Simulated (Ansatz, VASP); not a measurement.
**PtS2 in VASP and in Ansatz**

The input INCAR:

```
SYSTEM = PtS2
PREC = Accurate
ENCUT = 520
EDIFF = 1E-7
ISMEAR = 0
SIGMA = 0.05
LREAL = .False.
LASPH = .True.
NELM = 80
ALGO = Normal
ISIF = 2
LWAVE = .False.
LCHARG = .True.
LDIPOL = .True.
IDIPOL = 3
DIPOL = 0.5 0.5 0.382
GGA = PE
IVDW = 12
LELF = .True.
LVHAR = .True.
LVACPOTAV = .True.
NBANDS = 31
```

Contents of KPOINTS:

```
Automatic mesh
0
Gamma
  9 9 1
  0 0 0
```

The input POSCAR:

```
PtS2
1.0
    3.5414386157      0.0000000000      0.0000000000
   -1.7707193078      3.0669758072      0.0000000000
    0.0000000000      0.0000000000     22.4671575440
S Pt
4 2
Direct
    0.6666666667      0.3333333333      0.2002923597
    0.3333333333      0.6666666667      0.3108349936
    0.6666666667      0.6666666667      0.4537102102
    0.3333333333      1.0000000000      0.5642528441
    0.0000000000      0.0000000000      0.2555636767
    0.0000000000      0.3333333333      0.5089815272
```

Input for Ansatz:

```yaml
crystal:
  lattice:
    - [3.5414386157, 0.0, 0.0]
    - [-1.7707193078, 3.0669758072, 0.0]
    - [0.0, 0.0, 22.467157544]
  atoms:
    - { symbol: S, position: [0.6666666667, 0.3333333333, 0.2002923597] }
    - { symbol: Pt, position: [0.0, 0.0, 0.2555636767] }
    - { symbol: S, position: [0.3333333333, 0.6666666667, 0.3108349936] }
    - { symbol: S, position: [0.6666666667, 0.6666666667, 0.4537102102] }
    - { symbol: Pt, position: [0.0, 0.3333333333, 0.5089815272] }
    - { symbol: S, position: [0.3333333333, 1.0, 0.5642528441] }
basis:
  ecutwfc: 420
kpoints:
  mp_grid: { grid: [9, 9, 1] }
hamiltonian:
  xc: pbe
  dispersion: d3bj
scf:
  occupations: { method: gaussian, width: 0.05 }
output:
  forces: true
  eigenvalues: true
efield:
  axis: 3
  dipole_correction: true
  ramp_width: 0.04
```

Alike in both runs: task single point; functional PBE; dispersion D3(BJ); k mesh 9 × 9 × 1; occupations gaussian, width 0.05 eV; no spin polarisation.

```csv
,VASP,Ansatz
version,VASP 6.6.1,Ansatz 0.2.0
potentials or method,"VASP PAW PBE potentials, release 64 (S, Pt), cutoff 520 eV","scalar-relativistic, plane waves, PAW"
valence electrons in the cell,44,60
```

Ansatz gave:

- gap on the k mesh at the Fermi level (eV): 1.28
- least direct gap on the mesh (eV): 1.40
- rms of the force components (eV/Å): 0.040

Problem. What did VASP give for the same quantities?

Solution. gap on the k mesh at the Fermi level (eV): 1.28; least direct gap on the mesh (eV): 1.40; rms of the force components (eV/Å): 0.045.

VASP's potentials hold 44 valence electrons a cell and Ansatz's 60, so a difference there can come from the potentials and not from the codes.

Spin-orbit coupling is off throughout.
